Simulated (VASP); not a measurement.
TePb:

```
Pb Te
1.0
     0.04393    3.27909    3.27909
     3.27909    0.04393    3.27909
     3.27909    3.27909    0.04393
Pb Te
1 1
Direct
  0.00000 0.00000 0.00000
  0.50000 0.50000 0.50000
```

This cell differs from its parent crystal: epitaxial 111 strain -1.0%.

Base run:

| Quantity | Value |
| --- | --- |
| Program | VASP 6.6.1 |
| Functional | r2SCAN |
| Potentials or basis | VASP PAW PBE potentials, release 64 (Pb_d, Te) |
| Cutoff | 520 eV |
| k mesh | 8 × 8 × 8 |
| Occupations | gaussian, width 0.01 eV |
| Spin | no spin polarisation |

Its results: band gap on the k mesh 0.93 eV, indirect (least direct gap 1.05 eV); pressure 0.4 GPa.

Problem. The run is repeated on the same cell with these changes: functional from r2SCAN to PBE; occupations from gaussian, width 0.01 eV to fermi-dirac, width 0.02 eV. What comes out?

Solution. Band gap on the k mesh 0.66 eV, indirect (least direct gap 0.77 eV); pressure 1.0 GPa.

Caveats: spin-orbit coupling is left out, which moves the levels of the heavy elements; the PAW data sets were made with another functional, which shifts forces and pressure a little (some runs).

A k mesh can miss the band edges.
